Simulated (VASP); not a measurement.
# Tl (Im-3m) in VASP: notebook, part 2 of 2

VASP 6.6.1.

### 3 Single point, r2SCANh+D3(BJ)

File POSCAR:

```
Tl
1.0
   -1.9559951735      1.9559951735      1.9559951735
    1.9559951735     -1.9559951735      1.9559951735
    1.9559951735      1.9559951735     -1.9559951735
Tl
1
Direct
    0.0000000000      0.0000000000      0.0000000000
```

File INCAR.step1:

```
PREC = Accurate
ENCUT = 440
EDIFF = 1E-5
ISMEAR = 1
SIGMA = 0.025
LREAL = False
LASPH = True
NELM = 120
ALGO = Normal
ISIF = 2
LWAVE = True
LCHARG = False
NBANDS = 12
GGA = PE
GGA_COMPAT = False
```

File INCAR.step2:

```
PREC = Accurate
ENCUT = 440
EDIFF = 1E-6
ISMEAR = 1
SIGMA = 0.025
LREAL = False
LASPH = True
NELM = 120
ALGO = Normal
ISIF = 2
LWAVE = False
LCHARG = False
METAGGA = R2SCAN
LHFCALC = True
AEXX = 0.1
LMIXTAU = True
PRECFOCK = Normal
IVDW = 12
NBANDS = 12
ISTART = 1
VDW_S6 = 1.0
VDW_S8 = 1.1236
VDW_A1 = 0.4709
VDW_A2 = 5.9157
GGA_COMPAT = False
```

File KPOINTS:

```
regular mesh
0
Gamma
  6 6 6
```

Potentials or basis: VASP PAW PBE potentials, release 64 (Tl_d).

Run with:

```console
cat potpaw_PBE.64/Tl_d/POTCAR > POTCAR
cp INCAR.step1 INCAR
mpirun -np 1 vasp_std > vasp.out
cp INCAR.step2 INCAR
mpirun -np 1 vasp_std > vasp.out
```

OUTCAR:

```text
PREC = Accurate
   ENCUT = 440
   EDIFF = 1E-6
   ISMEAR = 1
   LREAL = False
   LASPH = True
   NELM = 120
   ISIF = 2
   METAGGA = R2SCAN
   LHFCALC = True
   AEXX = 0.1
   PRECFOCK = Normal
   IVDW = 12
   ISTART = 1
 IVDW          = 12

 ion  position               nearest neighbor table
   1  0.000  0.000  0.000-

  LATTYP: Found a body centered cubic cell.
 ALAT       =     3.9119903470

  Lattice vectors:

 A1 = (  -1.9559951735,   1.9559951735,   1.9559951735)
 A2 = (   1.9559951735,  -1.9559951735,   1.9559951735)
 A3 = (   1.9559951735,   1.9559951735,  -1.9559951735)

Analysis of symmetry for initial positions (statically):
=====================================================================
 Subroutine PRICEL returns:
 Original cell was already a primitive cell.

 Routine SETGRP: Setting up the symmetry group for a
 body centered cubic supercell.

 Subroutine GETGRP returns: Found 48 space group operations
 (whereof 48 operations were pure point group operations)
 out of a pool of 48 trial point group operations.

The static configuration has the point symmetry O_h .

Analysis of symmetry for dynamics (positions and initial velocities):
=====================================================================
 Subroutine PRICEL returns:
 Original cell was already a primitive cell.

 Routine SETGRP: Setting up the symmetry group for a
 body centered cubic supercell.

 Subroutine GETGRP returns: Found 48 space group operations
 (whereof 48 operations were pure point group operations)
 out of a pool of 48 trial point group operations.

The dynamic configuration has the point symmetry O_h .

 Subroutine INISYM returns: Found 48 space group operations
 (whereof 48 operations are pure point group operations),
 and found     1 'primitive' translations

----------------------------------------------------------------------------------------

                                     Primitive cell

  volume of cell :      29.9339

  direct lattice vectors                    reciprocal lattice vectors
    -1.955995174  1.955995174  1.955995174     0.000000000  0.255624353  0.255624353
     1.955995174 -1.955995174  1.955995174     0.255624353  0.000000000  0.255624353
     1.955995174  1.955995174 -1.955995174     0.255624353  0.255624353  0.000000000

  length of vectors
     3.387883020  3.387883020  3.387883020     0.361507426  0.361507426  0.361507426

  position of ions in fractional coordinates (direct lattice)
     0.000000000  0.000000000  0.000000000

  ion indices of the primitive-cell ions
   primitive index   ion index
                 1           1

----------------------------------------------------------------------------------------

 KPOINTS: regular mesh

Automatic generation of k-mesh.
 Grid dimensions read from file:
 generate k-points for:    6    6    6

 Generating k-lattice:

  Cartesian coordinates                     Fractional coordinates (reciprocal lattice)
[... 35 lines left out ...]
   total plane-waves  NPLWV =  13824
   dimension x,y,z NGX =    24 NGY =   24 NGZ =   24
   dimension x,y,z NGXF=    48 NGYF=   48 NGZF=   48
   ions per type =               1
   NGX,Y,Z   is equivalent  to a cutoff of  11.78, 11.78, 11.78 a.u.
   NGXF,Y,Z  is equivalent  to a cutoff of  23.55, 23.55, 23.55 a.u.
 SYSTEM =  unknown system
   PREC   = accura    normal or accurate (medium, high low for compatibility)
   ISTART =      1    job   : 0-new  1-cont  2-samecut
   ICHARG =      0    charge: 1-file 2-atom 10-const
   ISPIN  =      1    spin polarized calculation?
   LNONCOLLINEAR =      F non collinear calculations
   LSORBIT =      F    spin-orbit coupling
   LASPH  =      T    aspherical Exc in radial PAW
   ENCUT  =  440.0 eV  32.34 Ry    5.69 a.u.   5.79  5.79  5.79*2*pi/ulx,y,z
   NELM   =    120;   NELMIN=  2; NELMDL=  0     # of ELM steps
   EDIFF  = 0.1E-05   stopping-criterion for ELM
   LREAL  =      F    real-space projection
   EDIFFG = 0.1E-04   stopping-criterion for IOM
   NSW    =      0    number of steps for IOM
   IBRION =     -1    ionic relax: 0-MD 1-quasi-New 2-CG
   NFREE  =      0    steps in history (QN), initial steepest desc. (CG)
   ISIF   =      2    stress and relaxation
   ISYM   =      3    0-nonsym 1-usesym 2-fastsym
   POTIM  = 0.5000    time-step for ionic-motion
   TEBEG  =    0.0;   TEEND  =   0.0 temperature during run
   PSTRESS=    0.0 pullay stress
   NELECT =      13.0000    total number of electrons
   NUPDOWN=      -1.0000    fix difference up-down
   EMIN   =  10.00;   EMAX   =-10.00  energy-range for DOS
   EFERMI =   0.00;   METHOD = LEGACY
   ISMEAR =     1;   SIGMA  =   0.03  broadening in eV -4-tet -1-fermi 0-gaus
   EFERMI_NEDOS =   21; number of points for ismear=-14 and -15
   IALGO  =     38    algorithm
   IMIX   =      1    mixing-type and parameters
     AMIX     =   0.40;   BMIX     =  1.00
     AMIX_MAG =   1.60;   BMIX_MAG =  1.00
  volume/ion in A,a.u.               =      29.93       202.00
  Fermi-wavevector in a.u.,A,eV,Ry     =   1.239752  2.342792 20.911953  1.536985
  Thomas-Fermi vector in A             =   2.374222
   LORBIT       =      0    0 simple, 1 ext, 2 COOP (PROOUT), +10 PAW based schemes
   METAGGA = R2SCAN    functional components
   LHFCALC =     T    Hartree Fock is set to
   PRECFOCK=normal    Normal, Fast or Accurate (Low or Medium for compatibility)
   ENCUT4O =  -1.0   cutoff for four orbital integrals eV
   NKREDX  =     1    reduce k-point grid by
   NKREDY  =     1    reduce k-point grid by
   NKREDZ  =     1    reduce k-point grid by
   AEXX    =    0.1000 exact exchange contribution
   HFSCREEN=    0.0000 screening length (either q_TF or 0.3 A-1)
   HFSCREENC=   0.0000 screening length for correlation (either q_TF or 0.3 A-1)
   ENCUTFOCK=  -1.0 apply spherical cutoff to Coloumb kernel
   IVDW    =    12    specifies the selected vdW correction
   LEPSILON=     F    determine dielectric tensor
   LRPA    =     F    only Hartree local field effects (RPA)
 non-spin polarized calculation
 Methfessel and Paxton  Order N= 1 SIGMA  =   0.03
  energy-cutoff  :      440.00
  volume of cell :       29.93
 maximum number of plane-waves:       640
  NGX = 18; NGY = 18; NGZ = 18

 number of electron      12.9999997 magnetization

 Free energy of the ion-electron system (eV)
  ---------------------------------------------------
  ext. energy  EPLUGINS =         0.00000000
  ---------------------------------------------------
  free energy    TOTEN  =       -48.43268193 eV

  energy without entropy =      -48.43192119  energy(sigma->0) =      -48.43242835

 E-fermi :   5.8668     XC(G=0):  -9.6496

 val. band max:        5.8643670119   @ k =  -0.3333   0.5000   0.1667
 cond. band min:       6.1949478780   @ k =   0.5000   0.5000   0.3333
 fundamental gap:      0.3305808662
 Fermi energy:         5.8668421771

 k-point     1 :       0.0000    0.0000    0.0000
  band No.  band energies     occupation
      1      -6.9147      2.00000
      2      -6.9147      2.00000
      3      -6.9147      2.00000
      4      -6.5075      2.00000
      5      -6.5075      2.00000
      6      -4.6926      2.00000
      7      17.1819      0.00000
      8      17.1819      0.00000
      9      17.1819      0.00000
     10      19.3475      0.00000
     11      19.3475      0.00000
     12      19.3475      0.00000
[... 211 lines left out ...]
 k-point    16 :       0.5000    0.5000    0.5000
  band No.  band energies     occupation
      1      -7.0955      2.00000
      2      -7.0955      2.00000
      3      -6.3048      2.00000
      4      -6.3048      2.00000
      5      -6.3048      2.00000
      6       3.9260      2.00000
      7       7.7721      0.00000
      8       7.7721      0.00000
      9       7.7721      0.00000
     10      13.1061      0.00000
     11      13.1061      0.00000
     12      25.4514      0.00000

------------------------ aborting loop because EDIFF is reached ----------------------------------------

 Edisp (eV)   -0.19271

 E8    (eV) :    -0.1011

  FORCE on cell =-STRESS in cart. coord.  units (eV):
  Direction    XX          YY          ZZ          XY          YZ          ZX
  --------------------------------------------------------------------------------------
  -------------------------------------------------------------------------------------
  Total      -0.18288    -0.18288    -0.18288     0.00000    -0.00000    -0.00000
  in kB      -9.78855    -9.78855    -9.78855     0.00000    -0.00000    -0.00000
  external pressure =       -9.79 kB  Pullay stress =        0.00 kB

 VOLUME and BASIS-vectors are now :
 -----------------------------------------------------------------------------
  energy-cutoff  :      440.00
  volume of cell :       29.93
      direct lattice vectors                 reciprocal lattice vectors
    -1.955995174  1.955995174  1.955995174     0.000000000  0.255624353  0.255624353
     1.955995174 -1.955995174  1.955995174     0.255624353  0.000000000  0.255624353
     1.955995174  1.955995174 -1.955995174     0.255624353  0.255624353  0.000000000

 POSITION                                       TOTAL-FORCE (eV/Angst)
 -----------------------------------------------------------------------------------
      0.00000      0.00000      0.00000         0.000000      0.000000     -0.000000
 -----------------------------------------------------------------------------------
    total drift:                                0.000000     -0.000000     -0.000000

  FREE ENERGIE OF THE ION-ELECTRON SYSTEM (eV)
  ---------------------------------------------------
  free  energy   TOTEN  =       -48.6253966456 eV

  energy  without entropy=      -48.6246359047  energy(sigma->0) =      -48.62514307
```

Run time: 9.9 min. Hardware: 1 thread of Intel Xeon Platinum 8375C at 2.90GHz (Ice Lake), shared host; peak memory 0.16 GiB.

What came out:

- Free energy: -48.6254 eV
- Pressure: -1.0 GPa
- Band gap on the k mesh: zero (an odd number of electrons rules out a gap without spin polarisation)
- Dispersion energy per atom: -0.193 eV

Caveat: the k points lie up to 0.38 Å⁻¹ apart, too coarse for converged energies and pressures of a metal; three body term missing; the PAW data sets were made with another functional, which shifts forces and pressure a little; spin-orbit coupling is left out, which moves the levels of the heavy elements.

### 4 Single point, PBEsol+D3(BJ), collinear spin

File INCAR:

```
PREC = Accurate ; ENCUT = 520
EDIFF = 1E-7 ; ISMEAR = 1
SIGMA = 0.025 ; LREAL = F
LASPH = T ; NELM = 150
ALGO = Normal ; ISIF = 2
LWAVE = F ; LCHARG = T
ISPIN = 2 ; MAGMOM = 0.5
LORBIT = 11 ; GGA = PS
IVDW = 12 ; LELF = T
LVHAR = T ; NBANDS = 16
```

File KPOINTS:

```
Automatic mesh
0
Gamma
  10 10 10
```

File POSCAR:

```
Tl
1.0
    3.3878830200      0.0000000000      0.0000000000
   -1.1292943397      3.1941267432      0.0000000000
   -1.1292943397     -1.5970633711      2.7661949028
Tl
1
Direct
    0.0000000000      0.0000000000      0.0000000000
```

Run with:

```console
cat potpaw_PBE.64/Tl_d/POTCAR > POTCAR
mpirun -np 1 vasp_std > vasp.out
```

It took 83 s on 1 thread of AMD EPYC 7R13, shared host; peak memory 0.17 GiB.

It converged, with:

| Property | Result |
| --- | --- |
| Free energy | -2.9939 eV |
| Pressure | -3.7 GPa |
| Net moment | 0.00 μB per cell |
| Valence electrons inside the program's atomic spheres | Tl 11.19 |
| Dispersion energy per atom | -0.366 eV |

Levels at points of the mesh, in eV from the Fermi level:
Spin up:
| k point | band 4 | band 5 | band 6 | band 7 | band 8 | band 9 |
| --- | --- | --- | --- | --- | --- | --- |
| (0.00, 0.00, 0.00) | -11.04 | -11.04 | -9.64 | 10.48 | 10.48 | 10.48 |
| (0.50, 0.00, 0.00) | -11.03 | -10.78 | -4.93 | -2.46 | 5.75 | 7.12 |
| (0.50, 0.50, 0.50) | -10.84 | -10.84 | -1.72 | 1.54 | 1.54 | 1.54 |
Spin down:
| k point | band 2 | band 3 | band 4 | band 5 | band 6 | band 7 | band 8 | band 9 | band 10 | band 11 |
| --- | --- | --- | --- | --- | --- | --- | --- | --- | --- | --- |
| (0.00, 0.00, 0.00) | -11.43 | -11.43 | -11.04 | -11.04 | -9.64 | 10.48 | 10.48 | 10.48 | 12.33 | 12.33 |
| (0.50, 0.00, 0.00) | -11.56 | -11.06 | -11.03 | -10.78 | -4.92 | -2.46 | 5.75 | 7.12 | 9.86 | 11.09 |
| (0.50, 0.50, 0.50) | -11.61 | -10.84 | -10.84 | -10.84 | -1.71 | 1.54 | 1.54 | 1.54 | 6.46 | 6.46 |

Caveat: three body term missing; the cell stands under tension; the PAW data sets were made with another functional, which shifts forces and pressure a little; spin-orbit coupling is left out, which moves the levels of the heavy elements.

### 5 Single point, LDA, non-collinear spin, zero start, spin-orbit coupling

File INCAR:

```
ALGO = Normal
EDIFF = 1E-6
ENCUT = 520
GGA = CA
GGA_COMPAT = F
ISIF = 2
ISMEAR = -5
LASPH = T
LCHARG = F
LORBIT = 11
LORBMOM = T
LREAL = F
LSORBIT = T
LWAVE = F
MAGMOM = 0 0 0
NBANDS = 24
NELM = 150
PREC = Accurate
SIGMA = 0.05
```

File KPOINTS:

```
k-points
0
Gamma
  7 7 7
```

File POSCAR:

```
Tl
1.0
   -1.9559951735      1.9559951735      1.9559951735
    1.9559951735     -1.9559951735      1.9559951735
    1.9559951735      1.9559951735     -1.9559951735
Tl
1
Direct
    0.0000000000      0.0000000000      0.0000000000
```

Potentials or basis: VASP PAW LDA potentials, release 64 (Tl_d).

Run with:

```console
cat potpaw_LDA.64/Tl_d/POTCAR > POTCAR
mpirun -np 1 vasp_ncl > vasp.out
```

Wall time 41 s (1 thread of Intel Xeon Platinum 8259CL at 2.50GHz (Skylake/Cascade Lake), shared host); peak memory 0.21 GiB.

Results (log left out):

```
Free energy                                           : -3.2045 eV
Pressure                                              : -3.4 GPa
Net moment                                            : 0.00 μB per cell
Valence electrons inside the program's atomic spheres : Tl 11.20
```

Moments on the atoms (μB; x, y, z):
```
Tl  0.00 0.00 0.00
```

Caveat: the cell stands under tension.

### 6 Overview

| level | potentials or basis | spin | k mesh | cutoff (eV) | smearing | grid for exact exchange (PRECFOCK) | share of exact exchange | gap on the mesh (eV) | pressure (GPa) | moment (μB) |
| --- | --- | --- | --- | --- | --- | --- | --- | --- | --- | --- |
| RPBE+D3(BJ) | VASP PAW PBE potentials, release 64 (Tl_d) | non-collinear, zero start, SOC | 10 × 10 × 10 | 500 | fermi-dirac 0.1 eV | - | - | - | -14.7 | 0.00 |
| r2SCANh+D3(BJ) | VASP PAW PBE potentials, release 64 (Tl_d) | off | 6 × 6 × 6 | 440 | methfessel-paxton 0.025 eV | Normal | 0.1 | none | -1.0 | - |
| PBEsol+D3(BJ) | VASP PAW PBE potentials, release 64 (Tl_d) | collinear | 10 × 10 × 10 | 520 | methfessel-paxton 0.025 eV | - | - | none | -3.7 | 0.00 |
| LDA | VASP PAW LDA potentials, release 64 (Tl_d) | non-collinear, zero start, SOC | 7 × 7 × 7 | 520 | tetrahedron | - | - | - | -3.4 | 0.00 |

Alike in all rows: task single point; cell a = 3.388 Å, angles 109.5°, 1 atom.

Caveats: some runs use coarse meshes; three body term missing (at least some runs); the cell stands under tension (at least some runs); the PAW data sets were made with another functional, which shifts forces and pressure a little (at least some runs); spin-orbit coupling is left out, which moves the levels of the heavy elements (at least some runs).

Total energies depend on the potentials used, so only differences within one code and one set of settings carry meaning.
